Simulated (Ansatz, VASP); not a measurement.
# Mg2GeN3 in VASP and in Ansatz

Contents of INCAR:

```
SYSTEM = Mg2GeN3
ALGO = Normal
EDIFF = 1E-7
EDIFFG = -0.08
ENCUT = 600
GGA = PE
IBRION = 2
ISIF = 3
ISMEAR = 0
LASPH = .TRUE.
LCHARG = .FALSE.
LREAL = .FALSE.
LWAVE = .FALSE.
NELM = 80
NSW = 36
PREC = Accurate
SIGMA = 0.2
```

The input KPOINTS:

```
k-points
0
G
  3 3 3
  0 0 0
```

POSCAR

```
Mg2GeN3
1.0
    5.2050000000     -2.9900000000      0.0000000000
    5.2050000000      2.9900000000      0.0000000000
    0.0000000000      0.0000000000      5.1700000000
Mg Ge N
4 2 6
Direct
    0.1720000000      0.4820000000      0.0000000000
    0.8280000000      0.5180000000      0.5000000000
    0.4820000000      0.1720000000      0.5000000000
    0.5180000000      0.8280000000      0.0000000000
    0.8300000000      0.1700000000      0.9940000000
    0.1700000000      0.8300000000      0.4940000000
    0.8370000000      0.4530000000      0.9110000000
    0.5470000000      0.1630000000      0.9110000000
    0.8860000000      0.1140000000      0.3450000000
    0.4530000000      0.8370000000      0.4110000000
    0.1630000000      0.5470000000      0.4110000000
    0.1140000000      0.8860000000      0.8450000000
```

Input for Ansatz:

```yaml
crystal:
  lattice:
    - [5.205, -2.99, 0.0]
    - [5.205, 2.99, 0.0]
    - [0.0, 0.0, 5.17]
  atoms:
    - { symbol: Mg, position: [0.172, 0.482, 0.0] }
    - { symbol: Mg, position: [0.828, 0.518, 0.5] }
    - { symbol: Mg, position: [0.482, 0.172, 0.5] }
    - { symbol: Mg, position: [0.518, 0.828, 0.0] }
    - { symbol: Ge, position: [0.83, 0.17, 0.994] }
    - { symbol: Ge, position: [0.17, 0.83, 0.494] }
    - { symbol: "N", position: [0.837, 0.453, 0.911] }
    - { symbol: "N", position: [0.547, 0.163, 0.911] }
    - { symbol: "N", position: [0.886, 0.114, 0.345] }
    - { symbol: "N", position: [0.453, 0.837, 0.411] }
    - { symbol: "N", position: [0.163, 0.547, 0.411] }
    - { symbol: "N", position: [0.114, 0.886, 0.845] }
basis:
  ecutwfc: 420
kpoints:
  mp_grid: { grid: [3, 3, 3] }
hamiltonian:
  xc: pbe
scf:
  occupations: { method: gaussian, width: 0.2 }
  lower_state_search: "off"
output:
  forces: true
  stress: true
  eigenvalues: true
relax:
  adjacent_minimum: "off"
  f_tol: 0.08
  max_steps: 16
  cell: { stress_tol: 0.8 }
```

Alike in both runs: task relaxation of cell and atoms; functional PBE; k mesh 3 × 3 × 3; occupations gaussian, width 0.2 eV; no spin polarisation.

```csv
,VASP,Ansatz
version,VASP 6.6.1,Ansatz 0.2.0
potentials or method,"VASP PAW PBE potentials, release 64 (Mg, Ge_d, N), cutoff 600 eV","scalar-relativistic, plane waves, PAW"
valence electrons in the cell,66,98
```

Ansatz gave:

| Item | Value |
| --- | --- |
| gap on the k mesh at the Fermi level, each at its own relaxed structure (eV) | none |
| relaxed volume (Å³/atom) | 12.56 |
| relaxed cell length with the largest relative difference (Å) | 4.993 |

Q: Estimate VASP's values.

A: gap on the k mesh at the Fermi level, each at its own relaxed structure (eV): none; relaxed volume (Å³/atom): 12.54; relaxed cell length with the largest relative difference (Å): 5.044.

A gap of «none» marks a metal or a gap that the smearing closes. VASP's potentials hold 66 valence electrons a cell and Ansatz's 98, so a difference there can come from the potentials and not from the codes.

The k mesh is coarse, so the values compare programs but aren't converged.
